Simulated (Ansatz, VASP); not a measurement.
# CsBr in VASP and in Ansatz

POSCAR

```
CsBr
1.0
    4.3196005106      0.0000000000      0.0000000000
    0.0000000000      4.3196005106      0.0000000000
    0.0000000000      0.0000000000      4.3196005106
Cs Br
1 1
Direct
    0.0000000000      0.0000000000      0.0000000000
    0.5000000000      0.5000000000      0.5000000000
```

Contents of INCAR.step1:

```
SYSTEM = CsBr
PREC = Accurate
ENCUT = 400
EDIFF = 1E-5
ISMEAR = 0
SIGMA = 0.01
LREAL = .FALSE.
LASPH = .TRUE.
NELM = 120
ALGO = Normal
ISIF = 2
LWAVE = .TRUE.
NBANDS = 15
GGA = PE
GGA_COMPAT = .FALSE.
```

File INCAR.step2:

```
SYSTEM = CsBr
PREC = Accurate
ENCUT = 400
EDIFF = 1E-6
ISMEAR = 0
SIGMA = 0.01
LREAL = .FALSE.
LASPH = .TRUE.
NELM = 120
ALGO = Normal
ISIF = 2
LWAVE = .FALSE.
LCHARG = .TRUE.
GGA = PE
LHFCALC = .TRUE.
AEXX = 0.1
HFSCREEN = 0.1
PRECFOCK = Normal
LELF = .TRUE.
LVHAR = .TRUE.
NBANDS = 15
ISTART = 1
GGA_COMPAT = .FALSE.
```

File KPOINTS:

```
Automatic mesh
0
G
  4 4 4
  0 0 0
```

Input for Ansatz:

```yaml
crystal:
  lattice:
    - [4.3196005106, 0.0, 0.0]
    - [0.0, 4.3196005106, 0.0]
    - [0.0, 0.0, 4.3196005106]
  atoms:
    - { symbol: Cs, position: [0.0, 0.0, 0.0] }
    - { symbol: Br, position: [0.5, 0.5, 0.5] }
kpoints:
  mp_grid: { grid: [4, 4, 4] }
hamiltonian:
  xc: { exchange: pbe, correlation: pbe, exx: { coeff: 0.1, omega: 0.1 } }
scf:
  occupations: { method: fixed }
  n_extra_bands: 4
output:
  forces: true
  stress: true
  eigenvalues: true
```

Alike in both runs: task single point; functional PBE-based screened hybrid with a share of 0.1 of exact exchange and HFSCREEN = 0.1; k mesh 4 × 4 × 4; no spin polarisation.

```csv
,VASP,Ansatz
version,VASP 6.6.1,Ansatz 0.2.0
potentials or method,"VASP PAW PBE potentials, release 64 (Cs_sv, Br)",plane waves
plane-wave cutoff (eV),400,420
occupations,"gaussian, width 0.01 eV",fixed
valence electrons in the cell,16,16
```

|  | VASP | Ansatz | Ansatz less VASP |
| --- | --- | --- | --- |
| gap on the k mesh at the Fermi level (eV) | 5.02 | 5.03 | +0.011 |
| pressure (GPa) | 0.5 | 0.6 | +0.02 |

VASP's potentials were made for PBE, not for PBE-based screened hybrid. Ansatz's warnings: stress exchange threshold loose, stress scf threshold loose.

Neither program's run includes spin-orbit coupling.
